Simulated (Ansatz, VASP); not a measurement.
# SnTe in VASP and in Ansatz

Contents of INCAR:

```
SYSTEM = SnTe
PREC = Accurate
ENCUT = 520
EDIFF = 1E-7
ISMEAR = -1
SIGMA = 0.02
LREAL = .False.
LASPH = .True.
NELM = 80
ALGO = Normal
ISIF = 2
LWAVE = .False.
LCHARG = .False.
GGA = PS
NBANDS = 17
```

Contents of KPOINTS:

```
Automatic mesh
0
Gamma
  4 4 4
  0 0 0
```

File POSCAR:

```
SnTe
1.0
    0.0000000000      3.6171585801      3.6171585801
    3.6171585801      0.0000000000      3.6171585801
    3.6171585801      3.6171585801      0.0000000000
Sn Te
1 1
Direct
    0.0195700000      0.9812100000      0.9875900000
    0.7487800000      0.7407700000      0.7618300000
```

Input for Ansatz:

```yaml
crystal:
  lattice:
    - [0.0, 3.617158580132383, 3.617158580132383]
    - [3.617158580132383, 0.0, 3.617158580132383]
    - [3.617158580132383, 3.617158580132383, 0.0]
  atoms:
    - { symbol: Sn, position: [0.01957, 0.98121, 0.98759] }
    - { symbol: Te, position: [0.74878, 0.74077, 0.76183] }
basis:
  ecutwfc: 540.0
  xc_grid: 2
kpoints:
  mp_grid:
    grid: [4, 4, 4]
hamiltonian:
  xc: pbesol
scf:
  convergence:
    dr2_threshold: 1.0e-09
  occupations:
    method: fermi_dirac
    width: 0.02
output:
  forces: true
  stress: true
```

Alike in both runs: task single point; functional PBEsol; k mesh 4 × 4 × 4; occupations fermi-dirac, width 0.02 eV; no spin polarisation.

|  | VASP | Ansatz |
| --- | --- | --- |
| version | VASP 6.6.1 | Ansatz 0.2.0 |
| potentials or method | VASP PAW PBE potentials, release 64 (Sn_d, Te), cutoff 520 eV | plane waves, PAW |
| valence electrons in the cell | 20 | 30 |

|  | VASP | Ansatz | Ansatz less VASP |
| --- | --- | --- | --- |
| pressure (GPa) | -1.6 | -1.6 | +0.01 |
| traceless stress, the component that is largest in VASP (GPa) | 0.56 | 0.55 | -0.012 |
| rms of the force components (eV/Å) | 0.173 | 0.171 | -0.0016 |

VASP's potentials were made for PBE, not for PBEsol. Atom by atom the forces differ by 0.002 eV/Å (rms over components). VASP's potentials hold 20 valence electrons a cell and Ansatz's 30, so a difference there can come from the potentials and not from the codes. Ansatz's warnings: stress scf threshold loose.

Spin-orbit coupling is off throughout.
